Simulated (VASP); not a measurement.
Set up this calculation in VASP 6.6.1, as the native input.

```yaml
Task: relaxation of shape and atoms at fixed volume
Functional: PBEsol
Potentials_or_basis: VASP PAW PBE potentials, release 64 (As)
Cutoff: 600 eV
k_mesh: 12 × 12 × 12
Occupations: gaussian, width 0.1 eV
Spin: no spin polarisation
Dipole_correction: no
Further_INCAR_settings: ALGO = Normal; EDIFF = 1e-07; IBRION = 2; EDIFFG = -0.01; NSW = 50; ISIF = 4
```

The structure of As lies in POSCAR:

```
As
1.0
    1.8723087292      1.0809779488      3.3292408944
   -1.8723087292      1.0809779488      3.3292408944
    0.0000000000     -2.1619558977      3.3292408944
As
2
Direct
    0.7698083082      0.7698083082      0.7698083082
    0.2301916918      0.2301916918      0.2301916918
```

The input as run:

INCAR

```
SYSTEM = As
ALGO = Normal
EDIFF = 1E-7
EDIFFG = -0.01
ENCUT = 600
GGA = PS
IBRION = 2
ISIF = 4
ISMEAR = 0
LASPH = .TRUE.
LCHARG = .FALSE.
LREAL = .FALSE.
LWAVE = .FALSE.
NELM = 100
NSW = 50
PREC = Accurate
SIGMA = 0.1
```

KPOINTS

```
k-points
0
G
  12 12 12
  0 0 0
```

Potentials or basis: VASP PAW PBE potentials, release 64 (As).

The run is started by

```bash
$ cat potpaw_PBE.64/As/POTCAR > POTCAR
$ mpirun -np 1 vasp_std > vasp.out
```

Results of the run:

The energy gained by relaxing is 2.9 meV/atom. The ionic steps are 5. The pressure after relaxing is 1.9 GPa and the band gap on the k mesh is zero (bands 5 and 6 overlap by 0.42 eV).

Caveat: the PAW data sets were made with another functional, which shifts forces and pressure a little.

Wall time 86 s on 1 thread of AMD EPYC 9R45 96-Core Processor (Zen 5), on a shared host, peak memory 0.21 GiB.
